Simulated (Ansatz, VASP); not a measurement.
## In3As: VASP beside Ansatz

INCAR

```
  ALGO = Fast
  EDIFF = 1E-7
  ENCUT = 520
  GGA = PS
  ISIF = 2
  ISMEAR = 0
  IVDW = 12
  LASPH = True
  LCHARG = False
  LREAL = False
  LWAVE = False
  NBANDS = 30
  NELM = 60
  PREC = Accurate
  SIGMA = 0.15
```

The input KPOINTS:

```
k-points
0
Gamma
  10 10 10
```

Contents of POSCAR:

```
In3As
1.0
    4.5024438172      0.0000000000      0.0000000000
    0.0000000000      4.4123949409      0.0000000000
    0.0000000000      0.0000000000      4.5024438172
In As
3 1
Direct
    0.0000000000      0.5000000000      0.5000000000
    0.5000000000      0.0000000000      0.5000000000
    0.5000000000      0.5000000000      0.0000000000
    0.0000000000      0.0000000000      0.0000000000
```

Input for Ansatz:

```yaml
crystal:
  lattice:
    - [4.5024438172, 0.0, 0.0]
    - [0.0, 4.4123949409, 0.0]
    - [0.0, 0.0, 4.5024438172]
  atoms:
    - { symbol: In, position: [0.0, 0.5, 0.5] }
    - { symbol: In, position: [0.5, 0.0, 0.5] }
    - { symbol: In, position: [0.5, 0.5, 0.0] }
    - { symbol: As, position: [0.0, 0.0, 0.0] }
basis:
  ecutwfc: 420
kpoints:
  mp_grid: { grid: [10, 10, 10] }
hamiltonian:
  xc: pbesol
  dispersion: d3bj
scf:
  occupations: { method: gaussian, width: 0.15 }
output:
  forces: true
  stress: true
  eigenvalues: true
```

Change from the starting cell: strain -0.0200 x Voigt [0, 1, 0, 0, 0, 0], atoms carried along.

Alike in both runs: task single point; functional PBEsol; dispersion D3(BJ); k mesh 10 × 10 × 10; occupations gaussian, width 0.15 eV; no spin polarisation.

|  | VASP | Ansatz |
| --- | --- | --- |
| version | VASP 6.6.1 | Ansatz 0.2.0 |
| potentials or method | VASP PAW PBE potentials, release 64 (In_d, As), cutoff 520 eV | scalar-relativistic, plane waves, PAW |
| valence electrons in the cell | 44 | 54 |

```tsv
	VASP	Ansatz	Ansatz less VASP
gap on the k mesh at the Fermi level (eV)	none	none	-
pressure (GPa)	1.3	1.2	-0.03
traceless stress, the component that is largest in VASP (GPa)	-0.29	-0.29	-0.001
```

VASP's potentials were made for PBE, not for PBEsol. A gap of «none» marks a metal or a gap that the smearing closes. VASP's potentials hold 44 valence electrons a cell and Ansatz's 54, so a difference there can come from the potentials and not from the codes.
